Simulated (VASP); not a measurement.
A run of VASP 6.6.1 is set up as follows.

The input INCAR:

```
SYSTEM = Tl
ALGO = Normal
EDIFF = 1E-7
EDIFFG = -0.05
ENCUT = 600
GGA = PS
IBRION = 2
ISIF = 3
ISMEAR = 0
LASPH = .TRUE.
LCHARG = .FALSE.
LREAL = .FALSE.
LWAVE = .FALSE.
NELM = 100
NSW = 80
PREC = Accurate
SIGMA = 0.1
```

The input KPOINTS:

```
k-points
0
G
  8 8 8
  0 0 0
```

POSCAR

```
Tl
1.0
    0.0000000000      2.2676439787      2.2676439787
    2.2676439787      0.0000000000      2.2676439787
    2.2676439787      2.2676439787      0.0000000000
Tl
1
Direct
    0.0000000000      0.0000000000      0.0000000000
```

Potentials or basis: VASP PAW PBE potentials, release 64 (Tl_d).

Command:

```sh
$ cat potpaw_PBE.64/Tl_d/POTCAR > POTCAR
$ mpirun -np 1 vasp_std > vasp.out
```

Q: Predict the space group after relaxing (to 0.05 Å).

A: Fm-3m (No. 225).

Q: Estimate the relaxed cell.

A: a = 3.422 Å, b = 3.422 Å, c = 3.422 Å, α = 60.00°, β = 60.00°, γ = 60.00°.

Q: What does it give for the relaxed volume?

A: 28.34 Å³/atom.

The path:
```csv
step,energy change (eV),largest force (eV/Å),pressure (GPa),volume (Å³)
1,0.0000,0.0000,12.82,23.32
2,-0.1546,0.0000,-1.94,30.20
3,-0.1660,0.0000,0.12,28.34
```

Caveat: the volume moved by over 15 % at a fixed basis, so the end points are rough; the PAW data sets were made with another functional, which shifts forces and pressure a little.
